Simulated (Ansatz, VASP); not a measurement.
**TiC: VASP beside Ansatz**

```
Ti C
1.0
     0.00000    2.16400    2.16400
     2.16400    0.00000    2.16400
     2.16400    2.16400    0.00000
Ti C
1 1
Direct
  0.00000 0.00000 0.00000
  0.50000 0.50000 0.50000
```

Alike in both runs: task single point; functional PBE; dispersion D3(BJ); k mesh 8 × 8 × 8; occupations gaussian, width 0.1 eV; no spin polarisation.

```csv
,VASP,Ansatz
version,VASP 6.6.1,Ansatz 0.2.0
potentials or method,"VASP PAW PBE potentials, release 64 (Ti_sv, C), cutoff 600 eV","scalar-relativistic, plane waves, PAW"
valence electrons in the cell,16,16
```

```tsv
	VASP	Ansatz	Ansatz less VASP
gap on the k mesh at the Fermi level (eV)	none	none	-
pressure (GPa)	-6.4	-6.4	-0.06
```

A gap of «none» marks a metal or a gap that the smearing closes.
